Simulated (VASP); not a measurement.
GaN, 4 atoms in the cell. Symmetry: P6_3mc, No. 186, hexagonal system. The conventional cell has a = 3.180 Å, b = 3.180 Å, c = 5.166 Å, α = 90.00°, β = 90.00°, γ = 120.00°. Ga (site symmetry 3m) has 4 N at 1.94 to 1.95 Å within 2.6 Å. Within 2.6 Å of N (site symmetry 3m) lie 4 Ga at 1.94 to 1.95 Å. 

- Program: VASP 6.6.1
- Task: relaxation of cell and atoms
- Functional: r2SCAN
- Dispersion: D3(BJ)
- Potentials or basis: VASP PAW PBE potentials, release 64 (Ga_d, N)
- Cutoff: 600 eV
- k mesh: 10 × 10 × 5
- Occupations: fermi-dirac, width 0.05 eV
- Spin: no spin polarisation
- Dipole correction: no
- Further INCAR settings: ALGO = Normal; EDIFF = 1e-07; IBRION = 2; EDIFFG = -0.01; NSW = 60; ISIF = 3

Potentials or basis: VASP PAW PBE potentials, release 64 (Ga_d, N).

Command:

```console
$ cat potpaw_PBE.64/Ga_d/POTCAR potpaw_PBE.64/N/POTCAR > POTCAR
$ cp INCAR.step1 INCAR
$ mpirun -np 1 vasp_std > vasp.out
$ cp INCAR.step2 INCAR
$ mpirun -np 1 vasp_std > vasp.out
```

Hardware: 1 thread of Intel(R) Xeon(R) Platinum 8259CL CPU @ 2.50GHz (Skylake/Cascade Lake) (shared host).

Task: Estimate the wall time of this run.

Result: It took 15 min on 1 thread of Intel(R) Xeon(R) Platinum 8259CL CPU @ 2.50GHz (Skylake/Cascade Lake), with other jobs on the host, peak memory 0.23 GiB. Counts: k points 42, ion steps 5.
